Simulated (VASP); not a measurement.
# MgO (rocksalt type) (Fm-3m) in VASP: single point with LDA

Aim: the single point of MgO (rocksalt type) with LDA.

All numbers are computed with VASP 6.6.1; they aren't measurements. Logs are shortened: lines on timing, memory, paths and dates and some standing lists are left out, and cuts for length are marked.

### 1 The cell of the first run

Symmetry: Fm-3m, No. 225, cubic system. Conventional cell: a = 4.159 Å, b = 4.159 Å, c = 4.159 Å, α = 90.00°, β = 90.00°, γ = 90.00°. Within 2.8 Å of Mg (site symmetry m-3m) lie 6 O at 2.08 Å. O (site symmetry m-3m) has 6 Mg at 2.08 Å within 2.8 Å.

### 2 Single point, LDA

INCAR

```
PREC = Accurate ; ENCUT = 520
EDIFF = 1E-6 ; ISMEAR = -1
SIGMA = 0.02 ; LREAL = F
LASPH = T ; NELM = 80
ALGO = Normal ; ISIF = 2
LWAVE = F ; LCHARG = F
NBANDS = 16
```

KPOINTS

```
Automatic mesh
0
Gamma
  10 10 7
```

POSCAR

```
MgO
1.0
    2.0796191498      2.0796191498      0.0000000000
   -2.0796191498      2.0796191498      0.0000000000
    0.0000000000      0.0000000000      4.1592382996
Mg O
2 2
Direct
    0.0000000000      0.0000000000      0.0000000000
    0.5000000000      0.5000000000      0.5000000000
    0.5000000000      0.5000000000      0.0000000000
    0.0000000000      0.0000000000      0.5000000000
```

Potentials or basis: VASP PAW LDA potentials, release 64 (Mg, O).

The run is started by

```console
> cat potpaw_LDA.64/Mg/POTCAR potpaw_LDA.64/O/POTCAR > POTCAR
> mpirun -np 1 vasp_std > vasp.out
```

OUTCAR:

```text
PREC = Accurate
   ENCUT = 520
   EDIFF = 1E-6
   ISMEAR = -1
   LREAL = F
   LASPH = T
   NELM = 80
   ISIF = 2

 ion  position               nearest neighbor table
   1  0.000  0.000  0.000-   3 2.08   4 2.08   4 2.08   3 2.08   3 2.08   3 2.08   2 2.94   2 2.94
                             2 2.94   2 2.94   2 2.94   2 2.94   2 2.94   2 2.94
   2  0.500  0.500  0.500-   3 2.08   4 2.08   3 2.08   4 2.08   4 2.08   4 2.08   1 2.94   1 2.94
                             1 2.94   1 2.94   1 2.94   1 2.94   1 2.94   1 2.94
   3  0.500  0.500  0.000-   1 2.08   2 2.08   2 2.08   1 2.08   1 2.08   1 2.08
   4  0.000  0.000  0.500-   1 2.08   2 2.08   1 2.08   2 2.08   2 2.08   2 2.08

  LATTYP: Found a simple tetragonal cell.
 ALAT       =     2.9410256062
 C/A-ratio  =     1.4142135624

  Lattice vectors:

 A1 = (   2.0796191498,   2.0796191498,   0.0000000000)
 A2 = (  -2.0796191498,   2.0796191498,   0.0000000000)
 A3 = (   0.0000000000,   0.0000000000,   4.1592382996)

Analysis of symmetry for initial positions (statically):
=====================================================================
 Subroutine PRICEL returns following result:

  LATTYP: Found a face centered cubic cell.
 ALAT       =     4.1592382996

  Lattice vectors:

 A1 = (   0.0000000000,  -2.0796191498,  -2.0796191498)
 A2 = (   2.0796191498,   0.0000000000,  -2.0796191498)
 A3 = (   2.0796191498,  -2.0796191498,   0.0000000000)

   2 primitive cells build up your supercell.

 Routine SETGRP: Setting up the symmetry group for a
 simple tetragonal supercell.

 Subroutine GETGRP returns: Found 16 space group operations
 (whereof 16 operations were pure point group operations)
 out of a pool of 16 trial point group operations.

The static configuration has the point symmetry D_4h.

Analysis of symmetry for dynamics (positions and initial velocities):
=====================================================================
 Subroutine PRICEL returns following result:

  LATTYP: Found a face centered cubic cell.
 ALAT       =     4.1592382996

  Lattice vectors:

 A1 = (   0.0000000000,  -2.0796191498,  -2.0796191498)
 A2 = (   2.0796191498,   0.0000000000,  -2.0796191498)
 A3 = (   2.0796191498,  -2.0796191498,   0.0000000000)

   2 primitive cells build up your supercell.

 Routine SETGRP: Setting up the symmetry group for a
 simple tetragonal supercell.

 Subroutine GETGRP returns: Found 16 space group operations
 (whereof 16 operations were pure point group operations)
 out of a pool of 16 trial point group operations.

The dynamic configuration has the point symmetry D_4h.

 Subroutine INISYM returns: Found 16 space group operations
 (whereof 16 operations are pure point group operations),
 and found     2 'primitive' translations

----------------------------------------------------------------------------------------

                                     Primitive cell

  volume of cell :      17.9879

  direct lattice vectors                    reciprocal lattice vectors
     0.000000000 -2.079619150 -2.079619150    -0.240428638 -0.240428638 -0.240428638
     2.079619150  0.000000000 -2.079619150     0.240428638  0.240428638 -0.240428638
     2.079619150 -2.079619150  0.000000000     0.240428638 -0.240428638  0.240428638

  length of vectors
     2.941025606  2.941025606  2.941025606     0.416434617  0.416434617  0.416434617

  position of ions in fractional coordinates (direct lattice)
     0.000000000  0.000000000  0.000000000
     0.500000000  0.500000000  0.500000000

  ion indices of the primitive-cell ions
   primitive index   ion index
                 1           1
                 2           4

----------------------------------------------------------------------------------------

 KPOINTS: Automatic mesh

Automatic generation of k-mesh.
 Grid dimensions read from file:
 generate k-points for:   10   10    7

 Generating k-lattice:

  Cartesian coordinates                     Fractional coordinates (reciprocal lattice)
     0.024042864  0.024042864  0.000000000     0.100000000  0.000000000  0.000000000
    -0.024042864  0.024042864  0.000000000     0.000000000  0.100000000  0.000000000
     0.000000000  0.000000000  0.034346948     0.000000000  0.000000000  0.142857143

  Length of vectors
     0.034001744  0.034001744  0.034346948

  Shift w.r.t. Gamma in fractional coordinates (k-lattice)
     0.000000000  0.000000000  0.000000000

 Subroutine IBZKPT returns following result:
 ===========================================

 Found     84 irreducible k-points:

 Following reciprocal coordinates:
            Coordinates               Weight
  0.000000  0.000000  0.000000      1.000000
  0.100000  0.000000  0.000000      4.000000
  0.200000  0.000000  0.000000      4.000000
  0.300000  0.000000  0.000000      4.000000
  0.400000  0.000000  0.000000      4.000000
  0.500000  0.000000  0.000000      2.000000
[... 16 lines left out ...]
  0.100000  0.000000  0.142857      8.000000
  0.200000  0.000000  0.142857      8.000000
 [... further k-points ...]
   k-points           NKPTS =     84   k-points in BZ     NKDIM =     84   number of bands    NBANDS=     16
   number of dos      NEDOS =    301   number of ions     NIONS =      4
   total plane-waves  NPLWV =  18432
   dimension x,y,z NGX =    24 NGY =   24 NGZ =   32
   dimension x,y,z NGXF=    48 NGYF=   48 NGZF=   64
   ions per type =               2   2
   NGX,Y,Z   is equivalent  to a cutoff of  13.57, 13.57, 12.79 a.u.
   NGXF,Y,Z  is equivalent  to a cutoff of  27.13, 27.13, 25.58 a.u.
 SYSTEM =  unknown system
   PREC   = accura    normal or accurate (medium, high low for compatibility)
   ISTART =      0    job   : 0-new  1-cont  2-samecut
   ICHARG =      2    charge: 1-file 2-atom 10-const
   ISPIN  =      1    spin polarized calculation?
   LNONCOLLINEAR =      F non collinear calculations
   LSORBIT =      F    spin-orbit coupling
   LASPH  =      T    aspherical Exc in radial PAW
   ENCUT  =  520.0 eV  38.22 Ry    6.18 a.u.   5.47  5.47  7.73*2*pi/ulx,y,z
   NELM   =     80;   NELMIN=  2; NELMDL= -5     # of ELM steps
   EDIFF  = 0.1E-05   stopping-criterion for ELM
   LREAL  =      F    real-space projection
   EDIFFG = 0.1E-04   stopping-criterion for IOM
   NSW    =      0    number of steps for IOM
   IBRION =     -1    ionic relax: 0-MD 1-quasi-New 2-CG
   NFREE  =      0    steps in history (QN), initial steepest desc. (CG)
   ISIF   =      2    stress and relaxation
   ISYM   =      2    0-nonsym 1-usesym 2-fastsym
   POTIM  = 0.5000    time-step for ionic-motion
   TEBEG  =    0.0;   TEEND  =   0.0 temperature during run
   PSTRESS=    0.0 pullay stress
   NELECT =      16.0000    total number of electrons
   NUPDOWN=      -1.0000    fix difference up-down
   EMIN   =  10.00;   EMAX   =-10.00  energy-range for DOS
   EFERMI =   0.00;   METHOD = LEGACY
   ISMEAR =    -1;   SIGMA  =   0.02  broadening in eV -4-tet -1-fermi 0-gaus
   EFERMI_NEDOS =   21; number of points for ismear=-14 and -15
   IALGO  =     38    algorithm
   IMIX   =      4    mixing-type and parameters
     AMIX     =   0.40;   BMIX     =  1.00
     AMIX_MAG =   1.60;   BMIX_MAG =  1.00
  volume/ion in A,a.u.               =       8.99        60.69
  Fermi-wavevector in a.u.,A,eV,Ry     =   1.249619  2.361438 21.246152  1.561548
  Thomas-Fermi vector in A             =   2.383651
   LORBIT       =      0    0 simple, 1 ext, 2 COOP (PROOUT), +10 PAW based schemes
   GGA     = CA    functional components
   LHFCALC =     F    Hartree Fock is set to
   AEXX    =    0.0000 exact exchange contribution
   IVDW    =     0    specifies the selected vdW correction
   LEPSILON=     F    determine dielectric tensor
   LRPA    =     F    only Hartree local field effects (RPA)
 non-spin polarized calculation
  energy-cutoff  :      520.00
  volume of cell :       35.98
 maximum number of plane-waves:       999
 NGX is ok and might be reduce to    24
   NGX = 11   NGY = 11   NGZ = 15

 number of electron      15.9999997 magnetization

 Free energy of the ion-electron system (eV)
  ---------------------------------------------------
  ext. energy  EPLUGINS =         0.00000000
  ---------------------------------------------------
  free energy    TOTEN  =       -26.88951901 eV

  energy without entropy =      -26.88951901  energy(sigma->0) =      -26.88951901

 E-fermi :   3.6472     XC(G=0): -11.7758

 val. band max:        3.1744170104   @ k =   0.0000   0.0000   0.0000
 cond. band min:       8.2087245392   @ k =   0.0000   0.0000   0.0000
 fundamental gap:      5.0343075288
 Fermi energy:         3.6472342661

 k-point     1 :       0.0000    0.0000    0.0000
  band No.  band energies     occupation
      1     -14.0313      2.00000
      2     -12.2919      2.00000
      3      -1.1383      2.00000
      4       1.7474      2.00000
      5       1.7474      2.00000
      6       3.1744      2.00000
[... 8 lines left out ...]
     15      18.9046      0.00000
     16      22.3856      0.00000

 k-point     2 :       0.1000    0.0000    0.0000
  band No.  band energies     occupation
      1     -13.9521      2.00000
      2     -12.2810      2.00000
      3      -1.0375      2.00000
      4       1.4252      2.00000
      5       1.7820      2.00000
      6       2.7311      2.00000
[... 8 lines left out ...]
     15      19.0850      0.00000
     16      22.1268      0.00000

 k-point     3 :       0.2000    0.0000    0.0000
  band No.  band energies     occupation
      1     -13.7279      2.00000
      2     -12.2658      2.00000
      3      -0.7410      2.00000
      4       0.6916      2.00000
      5       1.7645      2.00000
      6       1.8829      2.00000
[... 8 lines left out ...]
     15      19.5918      0.00000
     16      21.7363      0.00000
[... 362 lines left out ...]
 k-point    23 :       0.1000    0.0000    0.1429
  band No.  band energies     occupation
      1     -13.8738      2.00000
      2     -12.3677      2.00000
      3      -0.9374      2.00000
      4       1.5129      2.00000
      5       1.8384      2.00000
      6       2.3196      2.00000
[... 8 lines left out ...]
     15      19.2419      0.00000
     16      22.0297      0.00000

 k-point    24 :       0.2000    0.0000    0.1429
  band No.  band energies     occupation
      1     -13.6560      2.00000
      2     -12.3366      2.00000
      3      -0.7715      2.00000
      4       0.9000      2.00000
      5       1.3971      2.00000
      6       1.9322      2.00000
[... 8 lines left out ...]
     15      19.6362      0.00000
     16      21.5611      0.00000

 [... further k-points ...]
[... 5 lines left out ...]
  --------------------------------------------------------------------------------------
  -------------------------------------------------------------------------------------
  Total       -0.3895139     -0.3895139     -0.3902415      0.0000000      0.0000000     -0.0000000
  in kB      -17.3469084    -17.3469084    -17.3793155      0.0000000      0.0000000     -0.0000000
  external PRESSURE =     -17.3577108 kB  Pullay stress =       0.0000000 kB

 VOLUME and BASIS-vectors are now :
 -----------------------------------------------------------------------------
  energy-cutoff  :      520.00
  volume of cell :       35.98
      direct lattice vectors                 reciprocal lattice vectors
     2.079619150  2.079619150  0.000000000     0.240428638  0.240428638  0.000000000
    -2.079619150  2.079619150  0.000000000    -0.240428638  0.240428638  0.000000000
     0.000000000  0.000000000  4.159238300     0.000000000  0.000000000  0.240428638

 POSITION                                       TOTAL-FORCE (eV/Angst)
 -----------------------------------------------------------------------------------
      0.00000      0.00000      0.00000         0.000000      0.000000     -0.000000
      0.00000      2.07962      2.07962         0.000000      0.000000     -0.000000
      0.00000      2.07962      0.00000        -0.000000     -0.000000      0.000000
      0.00000      0.00000      2.07962        -0.000000      0.000000     -0.000000
 -----------------------------------------------------------------------------------
    total drift:                                0.000000     -0.000000     -0.000000

  FREE ENERGIE OF THE ION-ELECTRON SYSTEM (eV)
  ---------------------------------------------------
  free  energy   TOTEN  =       -26.8895190129 eV

  energy  without entropy=      -26.8895190129  energy(sigma->0) =      -26.88951901
```

It took 22 s on 1 thread of Intel Xeon Platinum 8488C (Sapphire Rapids), shared host; peak memory 0.16 GiB.

What came out:

```yaml
Free_energy: -26.8895 eV
Pressure: -1.7 GPa
Band_gap_on_the_k_mesh: 5.03 eV
```

Levels at points of the mesh, in eV from the valence-band top:
| k point | band 5 | band 6 | band 7 | band 8 | band 9 | band 10 | band 11 | band 12 |
| --- | --- | --- | --- | --- | --- | --- | --- | --- |
| (0.00, 0.00, 0.00) | -1.43 | 0.00 | 0.00 | 0.00 | 5.03 | 8.92 | 10.12 | 13.30 |
| (0.50, 0.00, 0.00) | -2.13 | -2.13 | -0.71 | -0.71 | 9.68 | 9.68 | 11.82 | 11.82 |
| (0.50, 0.50, 0.00) | -1.43 | -1.43 | -1.43 | -1.43 | 8.92 | 8.92 | 10.12 | 10.12 |
